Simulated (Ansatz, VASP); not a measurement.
## Si4S in VASP and in Ansatz

```
CELL_PARAMETERS angstrom
4.61085 0.00000 0.00000
0.00000 4.61085 0.00000
0.00000 0.00000 4.61085
ATOMIC_POSITIONS crystal
Si 0.50000 0.50000 0.50000
Si 0.00000 0.50000 0.50000
Si 0.50000 0.00000 0.50000
Si 0.50000 0.50000 0.00000
S 0.00000 0.00000 0.00000
```

Change from the starting cell: species swapped into the Mn4N type (Pm-3m, No. 221).

Alike in both runs: functional PBE; k mesh 4 × 4 × 4; occupations gaussian, width 0.2 eV; no spin polarisation.

Ansatz relaxed the structure, and its values are those at the end. VASP's run is a single point on that final structure, the one shown.

|  | VASP | Ansatz |
| --- | --- | --- |
| version | VASP 6.6.1 | Ansatz 0.2.0 |
| potentials or method | VASP PAW PBE potentials, release 64 (Si, S), cutoff 500 eV | scalar-relativistic, plane waves, PAW |
| valence electrons in the cell | 22 | 22 |

|  | VASP | Ansatz | Ansatz less VASP |
| --- | --- | --- | --- |
| gap on the k mesh at the Fermi level (eV) | none | none | - |
| pressure (GPa) | 0.2 | 0.3 | +0.06 |

A gap of «none» marks a metal or a gap that the smearing closes.
